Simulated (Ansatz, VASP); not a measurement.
KCl in VASP and in Ansatz

File INCAR:

```
SYSTEM = KCl
PREC     = Accurate       ! precision mode
ENCUT    = 520            ! plane-wave cutoff, eV
EDIFF    = 1E-6           ! SCF threshold, eV
ISMEAR   = 0              ! smearing method
SIGMA    = 0.05           ! smearing width, eV
LREAL    = .FALSE.        ! projectors in reciprocal space
LASPH    = .TRUE.         ! aspherical terms in the spheres
NELM     = 80             ! most SCF steps
ALGO     = Normal         ! electronic algorithm
ISIF     = 2              ! what is computed and relaxed
LWAVE    = .FALSE.        ! write WAVECAR
LCHARG   = .FALSE.        ! write CHGCAR
GGA      = PS             ! functional
NBANDS   = 24             ! bands
```

File KPOINTS:

```
regular mesh
0
G
  6 6 6
  0 0 0
```

Contents of POSCAR:

```
KCl
1.0
    0.0000000000     -3.1207041401     -3.0479917336
   -3.1207041401      0.0000000000     -3.0479917336
    3.1207041401      3.1207041401     -6.0959834673
K Cl
2 2
Direct
    0.5000000000      0.5000000000      0.5000000000
    0.0000000000      1.0000000000      0.0000000000
    0.7609961857      0.7549528727      0.7500000000
    0.2390038143      0.2450471273      0.2500000000
```

Input for Ansatz:

```yaml
crystal:
  lattice:
    - [0.0, -3.1207041401, -3.0479917336]
    - [-3.1207041401, 0.0, -3.0479917336]
    - [3.1207041401, 3.1207041401, -6.0959834673]
  atoms:
    - { symbol: K, position: [0.5, 0.5, 0.5] }
    - { symbol: K, position: [0.0, 1.0, 0.0] }
    - { symbol: Cl, position: [0.7609961857, 0.7549528727, 0.75] }
    - { symbol: Cl, position: [0.2390038143, 0.2450471273, 0.25] }
basis:
  ecutwfc: 420
kpoints:
  mp_grid: { grid: [6, 6, 6] }
hamiltonian:
  xc: pbesol
scf:
  occupations: { method: gaussian, width: 0.05 }
output:
  forces: true
  stress: true
  eigenvalues: true
```

Change from the starting cell: mode 7 frozen in at -0.062 Å, normal strain along z -0.0233.

Alike in both runs: task single point; functional PBEsol; k mesh 6 × 6 × 6; occupations gaussian, width 0.05 eV; no spin polarisation.

|  | VASP | Ansatz |
| --- | --- | --- |
| version | VASP 6.6.1 | Ansatz 0.2.0 |
| potentials or method | VASP PAW PBE potentials, release 64 (K_sv, Cl), cutoff 520 eV | scalar-relativistic, plane waves, PAW |
| valence electrons in the cell | 32 | 32 |

Ansatz gave:

```
gap on the k mesh at the Fermi level (eV)                     : 5.16
least direct gap on the mesh (eV)                             : 5.16
pressure (GPa)                                                : 0.6
traceless stress, the component that is largest in VASP (GPa) : 0.74
rms of the force components (eV/Å)                            : 0.049
```

**Question.** What did VASP give for the same quantities?

**Answer.** gap on the k mesh at the Fermi level (eV): 5.16; least direct gap on the mesh (eV): 5.16; pressure (GPa): 0.6; traceless stress, the component that is largest in VASP (GPa): 0.76; rms of the force components (eV/Å): 0.050.

VASP's potentials were made for PBE, not for PBEsol. Atom by atom the forces differ by 0.001 eV/Å (rms over components). The functional is the same, so the differences come from potentials, cutoffs and numerics.
